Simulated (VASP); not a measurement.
# NaYPb4 (F-43m) in VASP: single point with PBE

Aim: the single point of NaYPb4 with PBE.

All numbers are computed with VASP 6.6.1; they aren't measurements. Logs are shortened: lines on timing, memory, paths and dates and some standing lists are left out, and cuts for length are marked.

### 1 The cell of the first run

Symmetry: F-43m, No. 216, cubic system. The conventional cell has a = 9.240 Å, b = 9.240 Å, c = 9.240 Å, α = 90.00°, β = 90.00°, γ = 90.00°. Within 5.0 Å of Na (site symmetry -43m) lie 12 Pb at 3.84 Å and 4 Y at 4.00 Å. Within 5.0 Å of Y (site symmetry -43m) lie 12 Pb at 3.82 Å and 4 Na at 4.00 Å. Pb (site symmetry 3m) has 6 Pb at 3.19 to 3.34 Å and 3 Y at 3.82 Å and 3 Na at 3.84 Å within 4.2 Å.

### 2 Single point, PBE

Contents of INCAR:

```
PREC = Accurate
ENCUT = 520
EDIFF = 1E-6
ISMEAR = 0
SIGMA = 0.1
LREAL = False
LASPH = True
NELM = 100
ALGO = Fast
ISIF = 2
LWAVE = False
LCHARG = False
GGA = PE
NBANDS = 46
```

Contents of KPOINTS:

```
Automatic mesh
0
Gamma
  4 4 4
```

Contents of POSCAR:

```
NaYPb4
1.0
    0.0000000000      4.6199825369      4.6199825369
    4.6199825369      0.0000000000      4.6199825369
    4.6199825369      4.6199825369      0.0000000000
Na Y Pb
1 1 4
Direct
    0.0000000000      0.0000000000      0.0000000000
    0.7500000000      0.7500000000      0.7500000000
    0.3778863451      0.8663409648      0.3778863451
    0.3778863451      0.3778863451      0.8663409648
    0.3778863451      0.3778863451      0.3778863451
    0.8663409648      0.3778863451      0.3778863451
```

Potentials or basis: VASP PAW PBE potentials, release 64 (Na_pv, Y_sv, Pb_d).

On the command line:

```bash
$ cat potpaw_PBE.64/Na_pv/POTCAR potpaw_PBE.64/Y_sv/POTCAR potpaw_PBE.64/Pb_d/POTCAR > POTCAR
$ mpirun -np 1 vasp_std > vasp.out
```

OUTCAR:

```text
PREC = Accurate
   ENCUT = 520
   EDIFF = 1E-6
   ISMEAR = 0
   LREAL = False
   LASPH = True
   NELM = 100
   ISIF = 2
   GGA = PE

 ion  position               nearest neighbor table
   1  0.000  0.000  0.000-
   2  0.750  0.750  0.750-   3 3.82   4 3.82   6 3.82   5 3.82   5 3.82   5 3.82   3 3.82   3 3.82
                             6 3.82   4 3.82   4 3.82   6 3.82
   3  0.378  0.866  0.378-   4 3.19   5 3.19   6 3.19   4 3.34   5 3.34   6 3.34   2 3.82   2 3.82
                             2 3.82
   4  0.378  0.378  0.866-   3 3.19   5 3.19   6 3.19   5 3.34   3 3.34   6 3.34   2 3.82   2 3.82
                             2 3.82
   5  0.378  0.378  0.378-   3 3.19   4 3.19   6 3.19   4 3.34   3 3.34   6 3.34   2 3.82   2 3.82
                             2 3.82
   6  0.866  0.378  0.378-   3 3.19   4 3.19   5 3.19   5 3.34   4 3.34   3 3.34   2 3.82   2 3.82
                             2 3.82

  LATTYP: Found a face centered cubic cell.
 ALAT       =     9.2399650738

  Lattice vectors:

 A1 = (   0.0000000000,   4.6199825369,   4.6199825369)
 A2 = (   4.6199825369,   0.0000000000,   4.6199825369)
 A3 = (   4.6199825369,   4.6199825369,   0.0000000000)

Analysis of symmetry for initial positions (statically):
=====================================================================
 Subroutine PRICEL returns:
 Original cell was already a primitive cell.

 Routine SETGRP: Setting up the symmetry group for a
 face centered cubic supercell.

 Subroutine GETGRP returns: Found 24 space group operations
 (whereof 24 operations were pure point group operations)
 out of a pool of 48 trial point group operations.

The static configuration has the point symmetry T_d .

Analysis of symmetry for dynamics (positions and initial velocities):
=====================================================================
 Subroutine PRICEL returns:
 Original cell was already a primitive cell.

 Routine SETGRP: Setting up the symmetry group for a
 face centered cubic supercell.

 Subroutine GETGRP returns: Found 24 space group operations
 (whereof 24 operations were pure point group operations)
 out of a pool of 48 trial point group operations.

The dynamic configuration has the point symmetry T_d .

 Subroutine INISYM returns: Found 24 space group operations
 (whereof 24 operations are pure point group operations),
 and found     1 'primitive' translations

----------------------------------------------------------------------------------------

                                     Primitive cell

  volume of cell :     197.2200

  direct lattice vectors                    reciprocal lattice vectors
     0.000000000  4.619982537  4.619982537    -0.108225517  0.108225517  0.108225517
     4.619982537  0.000000000  4.619982537     0.108225517 -0.108225517  0.108225517
     4.619982537  4.619982537  0.000000000     0.108225517  0.108225517 -0.108225517

  length of vectors
     6.533641962  6.533641962  6.533641962     0.187452095  0.187452095  0.187452095

  position of ions in fractional coordinates (direct lattice)
     0.000000000  0.000000000  0.000000000
     0.750000000  0.750000000  0.750000000
     0.377886345  0.866340965  0.377886345
     0.377886345  0.377886345  0.866340965
     0.377886345  0.377886345  0.377886345
     0.866340965  0.377886345  0.377886345

  ion indices of the primitive-cell ions
   primitive index   ion index
                 1           1
                 2           2
                 3           3
                 4           4
                 5           5
                 6           6

----------------------------------------------------------------------------------------

 KPOINTS: Automatic mesh

Automatic generation of k-mesh.
 Grid dimensions read from file:
 generate k-points for:    4    4    4

 Generating k-lattice:

  Cartesian coordinates                     Fractional coordinates (reciprocal lattice)
    -0.027056379  0.027056379  0.027056379     0.250000000  0.000000000  0.000000000
     0.027056379 -0.027056379  0.027056379     0.000000000  0.250000000  0.000000000
     0.027056379  0.027056379 -0.027056379     0.000000000  0.000000000  0.250000000

  Length of vectors
     0.046863024  0.046863024  0.046863024

  Shift w.r.t. Gamma in fractional coordinates (k-lattice)
     0.000000000  0.000000000  0.000000000

 Subroutine IBZKPT returns following result:
 ===========================================

 Found      8 irreducible k-points:

 Following reciprocal coordinates:
            Coordinates               Weight
  0.000000  0.000000  0.000000      1.000000
  0.250000  0.000000  0.000000      8.000000
  0.500000  0.000000  0.000000      4.000000
  0.250000  0.250000  0.000000      6.000000
  0.500000  0.250000  0.000000     24.000000
 -0.250000  0.250000  0.000000     12.000000
  0.500000  0.500000  0.000000      3.000000
 -0.250000  0.500000  0.250000      6.000000
   k-points           NKPTS =      8   k-points in BZ     NKDIM =      8   number of bands    NBANDS=     46
   number of dos      NEDOS =    301   number of ions     NIONS =      6
   total plane-waves  NPLWV = 125000
   dimension x,y,z NGX =    50 NGY =   50 NGZ =   50
   dimension x,y,z NGXF=   100 NGYF=  100 NGZF=  100
   ions per type =               1   1   4
   NGX,Y,Z   is equivalent  to a cutoff of  12.72, 12.72, 12.72 a.u.
   NGXF,Y,Z  is equivalent  to a cutoff of  25.44, 25.44, 25.44 a.u.
 SYSTEM =  unknown system
   PREC   = accura    normal or accurate (medium, high low for compatibility)
   ISTART =      0    job   : 0-new  1-cont  2-samecut
   ICHARG =      2    charge: 1-file 2-atom 10-const
   ISPIN  =      1    spin polarized calculation?
   LNONCOLLINEAR =      F non collinear calculations
   LSORBIT =      F    spin-orbit coupling
   LASPH  =      T    aspherical Exc in radial PAW
   ENCUT  =  520.0 eV  38.22 Ry    6.18 a.u.  12.15 12.15 12.15*2*pi/ulx,y,z
   NELM   =    100;   NELMIN=  2; NELMDL= -5     # of ELM steps
   EDIFF  = 0.1E-05   stopping-criterion for ELM
   LREAL  =      F    real-space projection
   EDIFFG = 0.1E-04   stopping-criterion for IOM
   NSW    =      0    number of steps for IOM
   IBRION =     -1    ionic relax: 0-MD 1-quasi-New 2-CG
   NFREE  =      0    steps in history (QN), initial steepest desc. (CG)
   ISIF   =      2    stress and relaxation
   ISYM   =      2    0-nonsym 1-usesym 2-fastsym
   POTIM  = 0.5000    time-step for ionic-motion
   TEBEG  =    0.0;   TEEND  =   0.0 temperature during run
   PSTRESS=    0.0 pullay stress
   NELECT =      74.0000    total number of electrons
   NUPDOWN=      -1.0000    fix difference up-down
   EMIN   =  10.00;   EMAX   =-10.00  energy-range for DOS
   EFERMI =   0.00;   METHOD = LEGACY
   ISMEAR =     0;   SIGMA  =   0.10  broadening in eV -4-tet -1-fermi 0-gaus
   EFERMI_NEDOS =   21; number of points for ismear=-14 and -15
   IALGO  =     68    algorithm
   IMIX   =      4    mixing-type and parameters
     AMIX     =   0.40;   BMIX     =  1.00
     AMIX_MAG =   1.60;   BMIX_MAG =  1.00
  volume/ion in A,a.u.               =      32.87       221.82
  Fermi-wavevector in a.u.,A,eV,Ry     =   1.180778  2.231348 18.969755  1.394238
  Thomas-Fermi vector in A             =   2.317064
   LORBIT       =      0    0 simple, 1 ext, 2 COOP (PROOUT), +10 PAW based schemes
   GGA     = PE    functional components
   LHFCALC =     F    Hartree Fock is set to
   AEXX    =    0.0000 exact exchange contribution
   IVDW    =     0    specifies the selected vdW correction
   LEPSILON=     F    determine dielectric tensor
   LRPA    =     F    only Hartree local field effects (RPA)
 non-spin polarized calculation
 RMM-DIIS sequential band-by-band and
 Gauss-broadening in eV      SIGMA  =   0.10
  energy-cutoff  :      520.00
  volume of cell :      197.22
 maximum number of plane-waves:      5346
 NGX is ok and might be reduce to    50
   NGX = 25   NGY = 25   NGZ = 25

 number of electron      74.0000012 magnetization

 Free energy of the ion-electron system (eV)
  ---------------------------------------------------
  ext. energy  EPLUGINS =         0.00000000
  ---------------------------------------------------
  free energy    TOTEN  =       -22.07113305 eV

  energy without entropy =      -22.05706986  energy(sigma->0) =      -22.06410145

 E-fermi :   5.0764     XC(G=0):  -9.1887

 val. band max:        5.0004968482   @ k =  -0.2500   0.5000   0.2500
 cond. band min:       5.1600642261   @ k =   0.5000   0.2500   0.0000
 fundamental gap:      0.1595673779
 Fermi energy:         5.0764010078

 k-point     1 :       0.0000    0.0000    0.0000
  band No.  band energies     occupation
      1     -39.1238      2.00000
      2     -19.7622      2.00000
      3     -19.7622      2.00000
      4     -19.7622      2.00000
      5     -19.0401      2.00000
      6     -19.0401      2.00000
[... 38 lines left out ...]
     45       8.0771      0.00000
     46       8.1112      0.00000

 k-point     2 :       0.2500    0.0000    0.0000
  band No.  band energies     occupation
      1     -39.1238      2.00000
      2     -19.7622      2.00000
      3     -19.7622      2.00000
      4     -19.7622      2.00000
      5     -19.0404      2.00000
      6     -19.0401      2.00000
[... 38 lines left out ...]
     45       8.4396      0.00000
     46       8.5289      0.00000

 k-point     3 :       0.5000    0.0000    0.0000
  band No.  band energies     occupation
      1     -39.1238      2.00000
      2     -19.7622      2.00000
      3     -19.7622      2.00000
      4     -19.7622      2.00000
      5     -19.0406      2.00000
      6     -19.0401      2.00000
[... 38 lines left out ...]
     45       7.8856      0.00000
     46       7.9295      0.00000

 k-point     4 :       0.2500    0.2500    0.0000
  band No.  band energies     occupation
      1     -39.1238      2.00000
      2     -19.7622      2.00000
      3     -19.7622      2.00000
      4     -19.7622      2.00000
      5     -19.0403      2.00000
      6     -19.0401      2.00000
[... 38 lines left out ...]
     45       8.1624      0.00000
     46       8.5709      0.00000

 k-point     5 :       0.5000    0.2500    0.0000
  band No.  band energies     occupation
      1     -39.1238      2.00000
      2     -19.7623      2.00000
      3     -19.7622      2.00000
      4     -19.7621      2.00000
      5     -19.0405      2.00000
      6     -19.0402      2.00000
[... 38 lines left out ...]
     45       7.6147      0.00000
     46       8.7173      0.00000

 k-point     6 :      -0.2500    0.2500    0.0000
  band No.  band energies     occupation
      1     -39.1238      2.00000
      2     -19.7623      2.00000
      3     -19.7622      2.00000
      4     -19.7622      2.00000
      5     -19.0404      2.00000
      6     -19.0402      2.00000
[... 38 lines left out ...]
     45       8.7174      0.00000
     46       8.7733      0.00000

 k-point     7 :       0.5000    0.5000    0.0000
  band No.  band energies     occupation
      1     -39.1238      2.00000
      2     -19.7623      2.00000
      3     -19.7623      2.00000
      4     -19.7622      2.00000
      5     -19.0406      2.00000
      6     -19.0401      2.00000
[... 38 lines left out ...]
     45       7.1097      0.00000
     46       8.9841      0.00000

 k-point     8 :      -0.2500    0.5000    0.2500
  band No.  band energies     occupation
      1     -39.1238      2.00000
      2     -19.7623      2.00000
      3     -19.7623      2.00000
      4     -19.7621      2.00000
      5     -19.0404      2.00000
      6     -19.0403      2.00000
[... 38 lines left out ...]
     45       8.2350      0.00000
     46       8.4130      0.00000

------------------------ aborting loop because EDIFF is reached ----------------------------------------

  FORCE on cell =-STRESS in cart. coord.  units (eV):
  Direction    XX          YY          ZZ          XY          YZ          ZX
  --------------------------------------------------------------------------------------
  -------------------------------------------------------------------------------------
  Total        0.0195289      0.0195289      0.0195289      0.0000000      0.0000000      0.0000000
  in kB        0.1586492      0.1586492      0.1586492      0.0000000      0.0000000      0.0000000
  external PRESSURE =       0.1586492 kB  Pullay stress =       0.0000000 kB

 VOLUME and BASIS-vectors are now :
 -----------------------------------------------------------------------------
  energy-cutoff  :      520.00
  volume of cell :      197.22
      direct lattice vectors                 reciprocal lattice vectors
     0.000000000  4.619982537  4.619982537    -0.108225517  0.108225517  0.108225517
     4.619982537  0.000000000  4.619982537     0.108225517 -0.108225517  0.108225517
     4.619982537  4.619982537  0.000000000     0.108225517  0.108225517 -0.108225517

 POSITION                                       TOTAL-FORCE (eV/Angst)
 -----------------------------------------------------------------------------------
      0.00000      0.00000      0.00000        -0.000000     -0.000000      0.000000
      6.92997      6.92997      6.92997        -0.000000     -0.000000      0.000000
      5.74831      3.49166      5.74831         0.003801     -0.003801      0.003801
      5.74831      5.74831      3.49166         0.003801      0.003801     -0.003801
      3.49166      3.49166      3.49166        -0.003801     -0.003801     -0.003801
      3.49166      5.74831      5.74831        -0.003801      0.003801      0.003801
 -----------------------------------------------------------------------------------
    total drift:                                0.000000      0.000000      0.000000

  FREE ENERGIE OF THE ION-ELECTRON SYSTEM (eV)
  ---------------------------------------------------
  free  energy   TOTEN  =       -22.0711330505 eV

  energy  without entropy=      -22.0570698580  energy(sigma->0) =      -22.06410145
```

Wall time 8.2 min (1 thread of Intel Xeon Platinum 8259CL at 2.50GHz (Skylake/Cascade Lake), shared host); peak memory 0.4 GiB.

What came out:

```
Free energy            : -22.0711 eV
Pressure               : 0.0 GPa
Largest force          : 0.007 eV/Å
Band gap on the k mesh : zero (band 37 reaches 5.29 eV, above the bottom of band 38 at 4.66 eV)
```

Forces on the atoms (eV/Å):
```
Na   0.000  0.000  0.000
Y    0.000  0.000  0.000
Pb   0.004 -0.004  0.004
Pb   0.004  0.004 -0.004
Pb  -0.004 -0.004 -0.004
Pb  -0.004  0.004  0.004
```

Caveat: spin-orbit coupling is left out, which moves the levels of the heavy elements.
